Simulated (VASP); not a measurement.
# C (Fd-3m) in VASP: a series of runs

Runs on C. Level: r2SCAN. Tasks: single point.

Everything below comes from runs of VASP 6.6.1. Logs are shortened: lines on timing, memory, paths and dates and some standing lists are left out, and cuts for length are marked.

## (1) The cell of the first run

The structure is cubic, space group Fd-3m (No. 227). Conventional cell: a = 3.488 Å, b = 3.488 Å, c = 3.488 Å, α = 90.00°, β = 90.00°, γ = 90.00°. Within 2.0 Å of C (site symmetry -43m) lie 4 C at 1.51 Å.

## (2) Single point, r2SCAN (volume changed by -6%)

The input, POSCAR:

```
C
1.0
    0.0000000000      1.7437848816      1.7437848816
    1.7437848816      0.0000000000      1.7437848816
    1.7437848816      1.7437848816      0.0000000000
C
2
Direct
    0.0000000000      0.0000000000      0.0000000000
    0.2500000000      0.2500000000      0.2500000000
```

The input, INCAR.step1:

```
SYSTEM = C
PREC = Accurate ; ENCUT = 520
ISMEAR = 0 ; SIGMA = 0.01
LREAL = .False. ; LASPH = .True.
NELM = 100 ; NBANDS = 11
GGA = PE ; ALGO = Normal
EDIFF = 1E-4 ; LWAVE = .True.
LCHARG = .False.
```

The input, INCAR.step2:

```
SYSTEM = C
PREC = Accurate ; ENCUT = 520
EDIFF = 1E-7 ; ISMEAR = 0
SIGMA = 0.01 ; LREAL = .False.
LASPH = .True. ; NELM = 100
ALGO = Normal ; ISIF = 2
LWAVE = .False. ; LCHARG = .False.
METAGGA = R2SCAN ; LMIXTAU = .True.
NBANDS = 11 ; ISTART = 1
```

The input, KPOINTS:

```
Automatic mesh
0
Gamma
  10 10 10
  0 0 0
```

Potentials or basis: VASP PAW PBE potentials, release 64 (C).

Started as:

```bash
> cat potpaw_PBE.64/C/POTCAR > POTCAR
> cp INCAR.step1 INCAR
> mpirun -np 1 vasp_std > vasp.out
> cp INCAR.step2 INCAR
> mpirun -np 1 vasp_std > vasp.out
```

OUTCAR:

```text
SYSTEM = C
   PREC = Accurate
   ENCUT = 520
   EDIFF = 1E-7
   ISMEAR = 0
   LREAL = .False.
   LASPH = .True.
   NELM = 100
   ISIF = 2
   METAGGA = R2SCAN
   ISTART = 1

 ion  position               nearest neighbor table
   1  0.000  0.000  0.000-   2 1.51   2 1.51   2 1.51   2 1.51
   2  0.250  0.250  0.250-   1 1.51   1 1.51   1 1.51   1 1.51

  LATTYP: Found a face centered cubic cell.
 ALAT       =     3.4875697632

  Lattice vectors:

 A1 = (   0.0000000000,   1.7437848816,   1.7437848816)
 A2 = (   1.7437848816,   0.0000000000,   1.7437848816)
 A3 = (   1.7437848816,   1.7437848816,   0.0000000000)

Analysis of symmetry for initial positions (statically):
=====================================================================
 Subroutine PRICEL returns:
 Original cell was already a primitive cell.

 Routine SETGRP: Setting up the symmetry group for a
 face centered cubic supercell.

 Subroutine GETGRP returns: Found 48 space group operations
 (whereof 24 operations were pure point group operations)
 out of a pool of 48 trial point group operations.

The static configuration has the point symmetry T_d .
 The point group associated with its full space group is O_h .

Analysis of symmetry for dynamics (positions and initial velocities):
=====================================================================
 Subroutine PRICEL returns:
 Original cell was already a primitive cell.

 Routine SETGRP: Setting up the symmetry group for a
 face centered cubic supercell.

 Subroutine GETGRP returns: Found 48 space group operations
 (whereof 24 operations were pure point group operations)
 out of a pool of 48 trial point group operations.

The dynamic configuration has the point symmetry T_d .
 The point group associated with its full space group is O_h .

 Subroutine INISYM returns: Found 48 space group operations
 (whereof 24 operations are pure point group operations),
 and found     1 'primitive' translations

----------------------------------------------------------------------------------------

                                     Primitive cell

  volume of cell :      10.6050

  direct lattice vectors                    reciprocal lattice vectors
     0.000000000  1.743784882  1.743784882    -0.286732616  0.286732616  0.286732616
     1.743784882  0.000000000  1.743784882     0.286732616 -0.286732616  0.286732616
     1.743784882  1.743784882  0.000000000     0.286732616  0.286732616 -0.286732616

  length of vectors
     2.466084229  2.466084229  2.466084229     0.496635458  0.496635458  0.496635458

  position of ions in fractional coordinates (direct lattice)
     0.000000000  0.000000000  0.000000000
     0.250000000  0.250000000  0.250000000

  ion indices of the primitive-cell ions
   primitive index   ion index
                 1           1
                 2           2

----------------------------------------------------------------------------------------

 KPOINTS: Automatic mesh

Automatic generation of k-mesh.
 Grid dimensions read from file:
 generate k-points for:   10   10   10

 Generating k-lattice:

  Cartesian coordinates                     Fractional coordinates (reciprocal lattice)
    -0.028673262  0.028673262  0.028673262     0.100000000  0.000000000  0.000000000
     0.028673262 -0.028673262  0.028673262     0.000000000  0.100000000  0.000000000
     0.028673262  0.028673262 -0.028673262     0.000000000  0.000000000  0.100000000

  Length of vectors
     0.049663546  0.049663546  0.049663546

  Shift w.r.t. Gamma in fractional coordinates (k-lattice)
     0.000000000  0.000000000  0.000000000

 Subroutine IBZKPT returns following result:
 ===========================================

 Found     47 irreducible k-points:

 Following reciprocal coordinates:
            Coordinates               Weight
  0.000000  0.000000  0.000000      1.000000
  0.100000  0.000000  0.000000      8.000000
  0.200000  0.000000  0.000000      8.000000
  0.300000  0.000000  0.000000      8.000000
  0.400000  0.000000  0.000000      8.000000
  0.500000  0.000000  0.000000      4.000000
[... 16 lines left out ...]
  0.300000  0.300000  0.000000      6.000000
  0.400000  0.300000  0.000000     24.000000
 [... further k-points ...]
   k-points           NKPTS =     47   k-points in BZ     NKDIM =     47   number of bands    NBANDS=     11
   number of dos      NEDOS =    301   number of ions     NIONS =      2
   total plane-waves  NPLWV =   5832
   dimension x,y,z NGX =    18 NGY =   18 NGZ =   18
   dimension x,y,z NGXF=    36 NGYF=   36 NGZF=   36
   ions per type =               2
   NGX,Y,Z   is equivalent  to a cutoff of  12.13, 12.13, 12.13 a.u.
   NGXF,Y,Z  is equivalent  to a cutoff of  24.27, 24.27, 24.27 a.u.
 SYSTEM =  C
   PREC   = accura    normal or accurate (medium, high low for compatibility)
   ISTART =      1    job   : 0-new  1-cont  2-samecut
   ICHARG =      0    charge: 1-file 2-atom 10-const
[... 35 lines left out ...]
   LEPSILON=     F    determine dielectric tensor
   LRPA    =     F    only Hartree local field effects (RPA)
 non-spin polarized calculation
 Gauss-broadening in eV      SIGMA  =   0.01
  energy-cutoff  :      520.00
  volume of cell :       10.60
 maximum number of plane-waves:       302
   NGX =  9   NGY =  9   NGZ =  9

 number of electron       8.0000000 magnetization

 Free energy of the ion-electron system (eV)
  ---------------------------------------------------
  ext. energy  EPLUGINS =         0.00000000
  ---------------------------------------------------
  free energy    TOTEN  =       -19.58751564 eV

  energy without entropy =      -19.58751564  energy(sigma->0) =      -19.58751564

 E-fermi :  10.9175     XC(G=0): -14.6313

 val. band max:       10.7162712167   @ k =   0.0000   0.0000   0.0000
 cond. band min:      15.2361181052   @ k =   0.4000   0.4000   0.0000
 fundamental gap:      4.5198468884
 Fermi energy:        10.9175110650

 k-point     1 :       0.0000    0.0000    0.0000
  band No.  band energies     occupation
      1     -12.9335      2.00000
      2      10.7163      2.00000
      3      10.7163      2.00000
      4      10.7163      2.00000
      5      16.7378      0.00000
      6      16.7378      0.00000
      7      16.7378      0.00000
      8      26.1855      0.00000
      9      32.0644      0.00000
     10      38.8665      0.00000
     11      38.8665      0.00000

 k-point     2 :       0.1000    0.0000    0.0000
  band No.  band energies     occupation
      1     -12.6310      2.00000
      2       8.8231      2.00000
      3      10.2028      2.00000
      4      10.2028      2.00000
      5      17.4119      0.00000
      6      17.4119      0.00000
      7      17.8689      0.00000
      8      26.3980      0.00000
      9      32.5518      0.00000
     10      36.2657      0.00000
     11      36.2657      0.00000

 k-point     3 :       0.2000    0.0000    0.0000
  band No.  band energies     occupation
      1     -11.7284      2.00000
      2       5.2596      2.00000
      3       9.2084      2.00000
      4       9.2084      2.00000
      5      18.6901      0.00000
      6      18.6901      0.00000
      7      19.3464      0.00000
      8      26.9685      0.00000
      9      33.3772      0.00000
     10      34.6462      0.00000
     11      34.6462      0.00000

 k-point     4 :       0.3000    0.0000    0.0000
  band No.  band energies     occupation
      1     -10.2463      2.00000
      2       1.5094      2.00000
      3       8.3199      2.00000
      4       8.3199      2.00000
      5      19.5808      0.00000
      6      19.5808      0.00000
      7      20.2409      0.00000
      8      27.6209      0.00000
      9      33.7579      0.00000
     10      35.0445      0.00000
     11      35.0445      0.00000
[... 239 lines left out ...]
 k-point    22 :      -0.2000    0.2000    0.0000
  band No.  band energies     occupation
      1      -9.7559      2.00000
      2       2.9706      2.00000
      3       3.9780      2.00000
      4       8.4689      2.00000
      5      20.0058      0.00000
      6      20.1722      0.00000
      7      22.4037      0.00000
      8      26.0943      0.00000
      9      31.9918      0.00000
     10      33.9061      0.00000
     11      37.2019      0.00000

 k-point    23 :       0.3000    0.3000    0.0000
  band No.  band energies     occupation
      1      -9.3527      2.00000
      2       4.0181      2.00000
      3       5.1940      2.00000
      4       5.1940      2.00000
      5      15.3063      0.00000
      6      20.1298      0.00000
      7      25.3456      0.00000
      8      25.3456      0.00000
      9      34.0620      0.00000
     10      36.0837      0.00000
     11      43.4862      0.00000

 k-point    24 :       0.4000    0.3000    0.0000
  band No.  band energies     occupation
      1      -7.9071      2.00000
      2       1.8182      2.00000
      3       3.9921      2.00000
      4       4.6700      2.00000
      5      15.9221      0.00000
      6      19.4135      0.00000
      7      26.4619      0.00000
      8      26.5779      0.00000
      9      35.0918      0.00000
     10      36.1530      0.00000
     11      43.8428      0.00000

 [... further k-points ...]
[... 5 lines left out ...]
  --------------------------------------------------------------------------------------
  -------------------------------------------------------------------------------------
  Total        2.1595159      2.1595159      2.1595159      0.0000000      0.0000000     -0.0000000
  in kB      326.2558199    326.2558199    326.2558199      0.0000000      0.0000000     -0.0000000
  external PRESSURE =     326.2558199 kB  Pullay stress =       0.0000000 kB

 VOLUME and BASIS-vectors are now :
 -----------------------------------------------------------------------------
  energy-cutoff  :      520.00
  volume of cell :       10.60
      direct lattice vectors                 reciprocal lattice vectors
     0.000000000  1.743784882  1.743784882    -0.286732616  0.286732616  0.286732616
     1.743784882  0.000000000  1.743784882     0.286732616 -0.286732616  0.286732616
     1.743784882  1.743784882  0.000000000     0.286732616  0.286732616 -0.286732616

 POSITION                                       TOTAL-FORCE (eV/Angst)
 -----------------------------------------------------------------------------------
      0.00000      0.00000      0.00000         0.000000      0.000000      0.000000
      0.87189      0.87189      0.87189        -0.000000     -0.000000     -0.000000
 -----------------------------------------------------------------------------------
    total drift:                               -0.000000     -0.000000     -0.000000

  FREE ENERGIE OF THE ION-ELECTRON SYSTEM (eV)
  ---------------------------------------------------
  free  energy   TOTEN  =       -19.5875156440 eV

  energy  without entropy=      -19.5875156440  energy(sigma->0) =      -19.58751564
```

Run time: 20 s. Hardware: 1 thread of AMD EPYC 9R45 (Zen 5), shared host; peak memory 0.08 GiB.

Results:

- Free energy: -19.5875 eV
- Pressure: 32.6 GPa
- Band gap on the k mesh: 4.52 eV, indirect (least direct gap 6.02 eV)

Levels at points of the mesh, in eV from the valence-band top:
| k point | band 1 | band 2 | band 3 | band 4 | band 5 | band 6 | band 7 | band 8 |
| --- | --- | --- | --- | --- | --- | --- | --- | --- |
| (0.00, 0.00, 0.00) | -23.65 | 0.00 | 0.00 | 0.00 | 6.02 | 6.02 | 6.02 | 15.47 |
| (0.50, 0.00, 0.00) | -17.30 | -14.83 | -3.16 | -3.16 | 9.16 | 9.16 | 10.10 | 17.35 |
| (0.50, 0.50, 0.00) | -14.09 | -14.09 | -7.10 | -7.10 | 5.15 | 5.15 | 18.97 | 18.97 |

Caveat: the cell differs from its parent crystal (volume changed by -6%); the PAW data sets were made with another functional, which shifts forces and pressure a little. A k mesh can miss the band edges.

## (3) Single point, r2SCAN (volume changed by -3%)

The input, POSCAR:

```
C
1.0
    0.0000000000      1.7621418609      1.7621418609
    1.7621418609      0.0000000000      1.7621418609
    1.7621418609      1.7621418609      0.0000000000
C
2
Direct
    0.0000000000      0.0000000000      0.0000000000
    0.2500000000      0.2500000000      0.2500000000
```

The input, INCAR.step1:

```
  PREC = Accurate
  ENCUT = 520
  ISMEAR = 0
  SIGMA = 0.01
  LREAL = F
  LASPH = T
  NELM = 80
  NBANDS = 11
  GGA = PE
  ALGO = Normal
  EDIFF = 1E-4
  LWAVE = T
  LCHARG = F
```

The input, INCAR.step2:

```
  PREC = Accurate
  ENCUT = 520
  EDIFF = 1E-6
  ISMEAR = 0
  SIGMA = 0.01
  LREAL = F
  LASPH = T
  NELM = 80
  ALGO = Normal
  ISIF = 2
  LWAVE = F
  LCHARG = F
  METAGGA = R2SCAN
  LMIXTAU = T
  NBANDS = 11
  ISTART = 1
```

The input, KPOINTS:

```
regular mesh
0
Gamma
  10 10 10
```

Potentials or basis: VASP PAW PBE potentials, release 64 (C).

Started as:

```bash
> cat potpaw_PBE.64/C/POTCAR > POTCAR
> cp INCAR.step1 INCAR
> mpirun -np 1 vasp_std > vasp.out
> cp INCAR.step2 INCAR
> mpirun -np 1 vasp_std > vasp.out
```

Wall time 20 s (1 thread of AMD EPYC 9R45 (Zen 5), shared host); peak memory 0.09 GiB.

It converged, with:

* Free energy: -19.6389 eV
* Pressure: 15.8 GPa
* Band gap on the k mesh: 4.45 eV, indirect (least direct gap 5.94 eV)

Levels at points of the mesh, in eV from the valence-band top:
| k point | band 1 | band 2 | band 3 | band 4 | band 5 | band 6 | band 7 | band 8 | band 9 |
| --- | --- | --- | --- | --- | --- | --- | --- | --- | --- |
| (0.00, 0.00, 0.00) | -23.20 | 0.00 | 0.00 | 0.00 | 5.94 | 5.94 | 5.94 | 14.69 | 20.90 |
| (0.50, 0.00, 0.00) | -17.04 | -14.46 | -3.08 | -3.08 | 9.03 | 9.03 | 9.64 | 17.05 | 23.77 |
| (0.50, 0.50, 0.00) | -13.85 | -13.85 | -6.89 | -6.89 | 5.08 | 5.08 | 18.45 | 18.45 | 25.34 |

Caveat: the cell differs from its parent crystal (volume changed by -3%); the PAW data sets were made with another functional, which shifts forces and pressure a little. A k mesh can miss the band edges.

## (4) Single point, r2SCAN

This run uses another cell than the first one, of 5.64 Å³/atom, 1.064 times its volume.

The input, POSCAR:

```
C
1.0
    0.0000000000      1.7801241423      1.7801241423
    1.7801241423      0.0000000000      1.7801241423
    1.7801241423      1.7801241423      0.0000000000
C
2
Direct
    0.0000000000      0.0000000000      0.0000000000
    0.2500000000      0.2500000000      0.2500000000
```

The input, INCAR.step1:

```
SYSTEM = C
PREC = Accurate
ENCUT = 520
ISMEAR = 0
SIGMA = 0.01
LREAL = .FALSE.
LASPH = .TRUE.
NELM = 80
NBANDS = 11
GGA = PE
ALGO = Normal
EDIFF = 1E-4
LWAVE = .TRUE.
LCHARG = .FALSE.
```

The input, INCAR.step2:

```
SYSTEM = C
PREC = Accurate
ENCUT = 520
EDIFF = 1E-6
ISMEAR = 0
SIGMA = 0.01
LREAL = .FALSE.
LASPH = .TRUE.
NELM = 80
ALGO = Normal
ISIF = 2
LWAVE = .FALSE.
LCHARG = .FALSE.
METAGGA = R2SCAN
LMIXTAU = .TRUE.
NBANDS = 11
ISTART = 1
```

The input, KPOINTS:

```
regular mesh
0
G
  10 10 10
  0 0 0
```

Started as:

```bash
> cat potpaw_PBE.64/C/POTCAR > POTCAR
> cp INCAR.step1 INCAR
> mpirun -np 1 vasp_std > vasp.out
> cp INCAR.step2 INCAR
> mpirun -np 1 vasp_std > vasp.out
```

Run time: 21 s. Hardware: 1 thread of AMD EPYC 9R45 (Zen 5), shared host; peak memory 0.09 GiB.

Results (log left out):

```
Free energy            : -19.6571 eV
Pressure               : 1.1 GPa
Band gap on the k mesh : 4.38 eV, indirect (least direct gap 5.85 eV)
```

Levels at points of the mesh, in eV from the valence-band top:
```
           k point  band 2  band 3  band 4  band 5  band 6  band 7
(0.00, 0.00, 0.00)    0.00    0.00    0.00    5.85    5.85    5.85
(0.50, 0.00, 0.00)  -14.11   -2.99   -2.99    8.90    8.90    9.20
(0.50, 0.50, 0.00)  -13.63   -6.69   -6.69    5.01    5.01   17.96
```

Caveat: the PAW data sets were made with another functional, which shifts forces and pressure a little. A k mesh can miss the band edges.

## (5) Single point, r2SCAN (volume changed by +3%)

The input, POSCAR:

```
C
1.0
    0.0000000000      1.7977502801      1.7977502801
    1.7977502801      0.0000000000      1.7977502801
    1.7977502801      1.7977502801      0.0000000000
C
2
Direct
    0.0000000000      0.0000000000      0.0000000000
    0.2500000000      0.2500000000      0.2500000000
```

The input, INCAR.step1:

```
SYSTEM = C
PREC = Accurate
ENCUT = 520
ISMEAR = 0
SIGMA = 0.01
LREAL = .False.
LASPH = .True.
NELM = 60
NBANDS = 11
GGA = PE
ALGO = Normal
EDIFF = 1E-4
LWAVE = .True.
LCHARG = .False.
```

The input, INCAR.step2:

```
SYSTEM = C
PREC = Accurate
ENCUT = 520
EDIFF = 1E-6
ISMEAR = 0
SIGMA = 0.01
LREAL = .False.
LASPH = .True.
NELM = 60
ALGO = Normal
ISIF = 2
LWAVE = .False.
LCHARG = .False.
METAGGA = R2SCAN
LMIXTAU = .True.
NBANDS = 11
ISTART = 1
```

The input, KPOINTS:

```
regular mesh
0
Gamma
  10 10 10
  0 0 0
```

Started as:

```bash
> cat potpaw_PBE.64/C/POTCAR > POTCAR
> cp INCAR.step1 INCAR
> mpirun -np 1 vasp_std > vasp.out
> cp INCAR.step2 INCAR
> mpirun -np 1 vasp_std > vasp.out
```

Run time: 22 s. Hardware: 1 thread of AMD EPYC 9R45 (Zen 5), shared host; peak memory 0.09 GiB.

Results (log left out):

- Free energy: -19.6464 eV
- Pressure: -11.6 GPa
- Band gap on the k mesh: 4.31 eV, indirect (least direct gap 5.77 eV)

Levels at points of the mesh, in eV from the valence-band top:
```tsv
k point	band 1	band 2	band 3	band 4	band 5	band 6	band 7	band 8	band 9
(0.00, 0.00, 0.00)	-22.36	0.00	0.00	0.00	5.77	5.77	5.77	13.24	20.06
(0.50, 0.00, 0.00)	-16.56	-13.77	-2.91	-2.91	8.77	8.77	8.79	16.46	22.85
(0.50, 0.50, 0.00)	-13.41	-13.41	-6.51	-6.51	4.94	4.94	17.50	17.50	24.16
```

Caveat: the cell differs from its parent crystal (volume changed by +3%); the PAW data sets were made with another functional, which shifts forces and pressure a little. A k mesh can miss the band edges.

## (6) Single point, r2SCAN (volume changed by +6%)

The input, POSCAR:

```
C
1.0
    0.0000000000      1.8150374010      1.8150374010
    1.8150374010      0.0000000000      1.8150374010
    1.8150374010      1.8150374010      0.0000000000
C
2
Direct
    0.0000000000      0.0000000000      0.0000000000
    0.2500000000      0.2500000000      0.2500000000
```

The input, INCAR.step1:

```
SYSTEM = C
  ALGO = Normal
  EDIFF = 1E-4
  ENCUT = 520
  GGA = PE
  ISMEAR = 0
  LASPH = .True.
  LCHARG = .False.
  LREAL = .False.
  LWAVE = .True.
  NBANDS = 11
  NELM = 100
  PREC = Accurate
  SIGMA = 0.01
```

The input, INCAR.step2:

```
SYSTEM = C
  ALGO = Normal
  EDIFF = 1E-6
  ENCUT = 520
  ISIF = 2
  ISMEAR = 0
  ISTART = 1
  LASPH = .True.
  LCHARG = .True.
  LELF = .True.
  LMIXTAU = .True.
  LREAL = .False.
  LVHAR = .True.
  LWAVE = .False.
  METAGGA = R2SCAN
  NBANDS = 11
  NELM = 100
  PREC = Accurate
  SIGMA = 0.01
```

The input, KPOINTS:

```
k-points
0
Gamma
  10 10 10
  0 0 0
```

Potentials or basis: VASP PAW PBE potentials, release 64 (C).

Started as:

```bash
> cat potpaw_PBE.64/C/POTCAR > POTCAR
> cp INCAR.step1 INCAR
> mpirun -np 1 vasp_std > vasp.out
> cp INCAR.step2 INCAR
> mpirun -np 1 vasp_std > vasp.out
```

Run time: 19 s. Hardware: 1 thread of AMD EPYC 9R45 (Zen 5), shared host; peak memory 0.09 GiB.

It converged, with:

| Item | Value |
| --- | --- |
| Free energy | -19.6106 eV |
| Pressure | -22.7 GPa |
| Band gap on the k mesh | 4.25 eV, indirect (least direct gap 5.69 eV) |

Levels at points of the mesh, in eV from the valence-band top:
```csv
k point,band 2,band 3,band 4,band 5,band 6,band 7
"(0.00, 0.00, 0.00)",0.00,0.00,0.00,5.69,5.69,5.69
"(0.50, 0.00, 0.00)",-13.46,-2.84,-2.84,8.40,8.65,8.65
"(0.50, 0.50, 0.00)",-13.21,-6.33,-6.33,4.88,4.88,17.05
```

Caveat: the cell differs from its parent crystal (volume changed by +6%); the PAW data sets were made with another functional, which shifts forces and pressure a little.

## (7) The runs side by side

| cell | gap on the mesh (eV) | pressure (GPa) |
| --- | --- | --- |
| a = 2.466 Å, angles 60.0°, 2 atoms | 4.52 | 32.6 |
| a = 2.492 Å, angles 60.0°, 2 atoms | 4.45 | 15.8 |
| a = 2.517 Å, angles 60.0°, 2 atoms | 4.38 | 1.1 |
| a = 2.542 Å, angles 60.0°, 2 atoms | 4.31 | -11.6 |
| a = 2.567 Å, angles 60.0°, 2 atoms | 4.25 | -22.7 |

Alike in all rows: task single point; level r2SCAN; potentials or basis VASP PAW PBE potentials, release 64 (C); no spin polarisation; k mesh 10 × 10 × 10; cutoff (eV) 520; smearing gaussian 0.01 eV.

Caveats: the PAW data sets were made with another functional, which shifts forces and pressure a little.

Absolute energies hang on the potentials; compare differences alone.
